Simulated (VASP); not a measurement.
In2O3, 10 atoms in the cell. It takes space group R-3c (No. 167, trigonal). Conventional cell: a = 5.673 Å, b = 5.673 Å, c = 14.997 Å, α = 90.00°, β = 90.00°, γ = 120.00°. In (site symmetry 3) has 6 O at 2.20 to 2.32 Å within 2.9 Å. Within 2.9 Å of O (site symmetry 2) lie 4 In at 2.20 to 2.32 Å.  This cell differs from its parent crystal: strain +3.0%.

```yaml
Program: VASP 6.6.1
Task: single point
Functional: r2SCAN
Potentials_or_basis: VASP PAW PBE potentials, release 64 (In_d, O)
Cutoff: 520 eV
k_mesh: 6 × 6 × 6
Occupations: gaussian, width 0.01 eV
Spin: no spin polarisation
Dipole_correction: no
Further_INCAR_settings: ALGO = Normal; EDIFF = 1e-06; NBANDS = 55
```

Potentials or basis: VASP PAW PBE potentials, release 64 (In_d, O).

Command:

```console
$ cat potpaw_PBE.64/In_d/POTCAR potpaw_PBE.64/O/POTCAR > POTCAR
$ cp INCAR.step1 INCAR
$ mpirun -np 1 vasp_std > vasp.out
$ cp INCAR.step2 INCAR
$ mpirun -np 1 vasp_std > vasp.out
```

Hardware: 1 thread of Intel(R) Xeon(R) 6975P-C (Granite Rapids), with other jobs on the host.

Question: Estimate the wall time of this run.

Answer: It took 12 min on 1 thread of Intel(R) Xeon(R) 6975P-C (Granite Rapids), on a shared host, peak memory 0.47 GiB. Counts: k points 32.
